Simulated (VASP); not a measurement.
Set up this calculation in VASP 6.6.1, as the native input.

```
Task                   : single point
Functional             : PBEsol
Potentials or basis    : VASP PAW PBE potentials, release 64 (Mn_pv, S)
Cutoff                 : 520 eV
k mesh                 : 7 × 7 × 7
Occupations            : fermi-dirac, width 0.05 eV
Spin                   : collinear spin, ferromagnetic start
Starting moments       : [2.0, 0.0] μB
Fixed moment           : 2 μB
Dipole correction      : no
Further INCAR settings : ALGO = Normal; EDIFF = 1e-06; NBANDS = 20
```

The structure of MnS lies in POSCAR:

```
MnS
1.0
    0.0000000000      2.6045000000      2.6045000000
    2.6045000000      0.0000000000      2.6045000000
    2.6045000000      2.6045000000      0.0000000000
Mn S
1 1
Direct
    0.0000000000      0.0000000000      0.0000000000
    0.5000000000      0.5000000000      0.5000000000
```

One way to write it, as run:

INCAR

```
SYSTEM = MnS
ALGO     = Normal         ! electronic algorithm
EDIFF    = 1E-6           ! SCF threshold, eV
ENCUT    = 520            ! plane-wave cutoff, eV
GGA      = PS             ! functional
ISIF     = 2              ! what is computed and relaxed
ISMEAR   = -1             ! smearing method
ISPIN    = 2              ! spin polarisation
LASPH    = .True.         ! aspherical terms in the spheres
LCHARG   = .False.        ! write CHGCAR
LMAXMIX  = 4              ! l up to which the mixer works
LORBIT   = 11             ! projections on sites
LREAL    = .False.        ! projectors in reciprocal space
LWAVE    = .False.        ! write WAVECAR
MAGMOM   = 2 0            ! initial moments
NBANDS   = 20             ! bands
NELM     = 150            ! most SCF steps
NUPDOWN  = 2.0            ! fixed moment
PREC     = Accurate       ! precision mode
SIGMA    = 0.05           ! smearing width, eV
```

KPOINTS

```
k-points
0
Gamma
  7 7 7
  0 0 0
```

Potentials or basis: VASP PAW PBE potentials, release 64 (Mn_pv, S).

Command:

```console
$ cat potpaw_PBE.64/Mn_pv/POTCAR potpaw_PBE.64/S/POTCAR > POTCAR
$ mpirun -np 1 vasp_std > vasp.out
```

It gave:

The pressure is -24.4 GPa. The net moment is 2.00 μB per cell. The site moments are Mn +2.06; S -0.08 μB and the valence electrons inside the program's atomic spheres are Mn 11.40; S 3.59.

Caveat: the PAW data sets were made with another functional, which shifts forces and pressure a little; the total moment is fixed, so each spin has its own Fermi level; a cell with one magnetic atom can't hold antiferromagnetic order, which such compounds often take.

Wall time 14 s on 1 thread of Intel(R) Xeon(R) Platinum 8559C (Emerald Rapids), on a shared host, peak memory 0.18 GiB.
